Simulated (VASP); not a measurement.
**Be4Ge3Pt: relaxation of cell and atoms with PBE**

Crystal: Be4Ge3Pt.

```
CELL_PARAMETERS angstrom
4.84190 0.00000 0.00000
0.00000 4.84190 0.00000
0.00000 0.00000 4.84190
ATOMIC_POSITIONS crystal
Be 0.23500 0.23500 0.23500
Be 0.23500 0.76500 0.76500
Be 0.76500 0.76500 0.23500
Be 0.76500 0.23500 0.76500
Ge 0.50000 0.00000 0.00000
Ge 0.00000 0.50000 0.00000
Ge 0.00000 0.00000 0.50000
Pt 0.00000 0.00000 0.00000
```

```json
{"Program": "VASP 6.6.1", "Task": "relaxation of cell and atoms", "Functional": "PBE", "Potentials or basis": "VASP PAW PBE potentials, release 64 (Be, Ge_d, Pt_sv_GW)", "Cutoff": "570 eV", "k mesh": "4 × 4 × 4", "Occupations": "gaussian, width 0.1 eV", "Spin": "no spin polarisation", "Dipole correction": "no", "Further INCAR settings": "ALGO = Normal; EDIFF = 1e-07; IBRION = 2; EDIFFG = -0.04; NSW = 90; ISIF = 3"}
```

The relaxed volume is 18.67 Å³/atom. The relaxed cell is a = 5.306 Å, b = 5.306 Å, c = 5.306 Å, α = 90.00°, β = 90.00°, γ = 90.00°. The space group after relaxing (to 0.1 Å) is P-43m (No. 215) and the energy gained by relaxing is 753.6 meV/atom. The ionic steps are 11, the pressure after relaxing is -0.2 GPa and the largest force after relaxing is 0.040 eV/Å. The band gap on the k mesh is zero (bands 34 and 35 overlap by 1.19 eV).

Forces in eV/Å, atoms in the order of the input:
```
Be   0.023  0.023  0.023
Be   0.023 -0.023 -0.023
Be  -0.023 -0.023  0.023
Be  -0.023  0.023 -0.023
Ge   0.000  0.000  0.000
Ge   0.000  0.000  0.000
Ge   0.000  0.000  0.000
Pt   0.000  0.000  0.000
```

The path:
```tsv
step	energy change (eV)	largest force (eV/Å)	pressure (GPa)	volume (Å³)
1	0.0000	5.2120	51.15	113.51
2	-2.9162	1.3462	-12.07	205.38
3	-5.9983	0.0147	-1.40	154.94
4	-6.0069	0.0620	-0.70	153.56
5	-6.0086	0.1175	-0.19	152.60
6	-6.0070	0.1685	0.28	151.74
7	-6.0093	0.1674	0.34	151.36
8	-6.0156	0.1592	0.46	150.23
9	-6.0234	0.1393	0.77	147.98
10	-6.0277	0.0888	0.28	148.67
11	-6.0291	0.0396	-0.19	149.36
```

Final structure:
```
Be Ge Pt
1.0
     5.30578    0.00000    0.00000
     0.00000    5.30578    0.00000
     0.00000    0.00000    5.30578
Be Ge Pt
4 3 1
Cartesian
  1.3675 1.3675 1.3675
  1.3675 3.9383 3.9383
  3.9383 3.9383 1.3675
  3.9383 1.3675 3.9383
  2.6529 0.0000 0.0000
  0.0000 2.6529 0.0000
  0.0000 0.0000 2.6529
  0.0000 0.0000 0.0000
```

Levels at points of the mesh, in eV from the Fermi level:
| k point | band 30 | band 31 | band 32 | band 33 | band 34 | band 35 | band 36 | band 37 | band 38 | band 39 |
| --- | --- | --- | --- | --- | --- | --- | --- | --- | --- | --- |
| (0.00, 0.00, 0.00) | -2.06 | -1.92 | -1.01 | -1.01 | -1.01 | 0.13 | 0.13 | 0.13 | 2.42 | 3.43 |
| (0.50, 0.00, 0.00) | -1.97 | -1.93 | -1.32 | -0.68 | -0.68 | -0.12 | -0.12 | 1.44 | 2.63 | 3.24 |
| (0.50, 0.50, 0.00) | -1.84 | -1.84 | -1.52 | -0.45 | -0.45 | 0.92 | 1.14 | 1.63 | 3.20 | 3.20 |
| (0.50, 0.50, 0.50) | -1.91 | -1.91 | -1.16 | 1.00 | 1.00 | 1.00 | 3.38 | 3.38 | 3.86 | 3.86 |

Run time: 7.5 min on 1 thread of Intel(R) Xeon(R) Platinum 8488C (Sapphire Rapids) (shared host), peak memory 0.28 GiB.

Caveat: the volume moved by over 15 % at a fixed basis, so the end points are rough; spin-orbit coupling is left out, which moves the levels of the heavy elements.
